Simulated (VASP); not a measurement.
LiH:

```xyz
2
Lattice="0.0000 1.5838 1.5838 1.5838 0.0000 1.5838 1.5838 1.5838 0.0000" Properties=species:S:1:pos:R:3 pbc="T T T"
Li    0.0000    0.0000    0.0000
H     1.5838    1.5838    1.5838
```

```yaml
Program: VASP 6.6.1
Task: relaxation of cell and atoms
Functional: PBEsol
Potentials_or_basis: VASP PAW PBE potentials, release 64 (Li_sv, H_h)
Cutoff: 1230 eV
k_mesh: 12 × 12 × 12
Occupations: fermi-dirac, width 0.03 eV
Spin: no spin polarisation
```

At the start: pressure 80.6 GPa; volume 3.97 Å³/atom.

Task: Where does the relaxation end?

Result: Over 5 steps the energy falls by 587.9 meV/atom and the volume is 7.82 Å³/atom (+96.7 %); space group Fm-3m (No. 225, to 0.1 Å) before and after.

The path:
```
step  energy change (eV)  largest force (eV/Å)  pressure (GPa)  volume (Å³)
   1              0.0000                0.0000           80.57         7.95
   2             -0.8098                0.0000           30.24        10.47
   3             -1.1271                0.0000            7.76        13.42
   4             -1.1726                0.0000            1.68        15.04
   5             -1.1757                0.0000            0.05        15.63
```

Final structure:
```xyz
2
Lattice="0.0000 1.9846 1.9846 1.9846 0.0000 1.9846 1.9846 1.9846 0.0000" Properties=species:S:1:pos:R:3 pbc="T T T"
Li    0.0000    0.0000    0.0000
H     1.9846    1.9846    1.9846
```

Caveat: the volume moved by over 15 % at a fixed basis, so the end points are rough; the PAW data sets were made with another functional, which shifts forces and pressure a little.
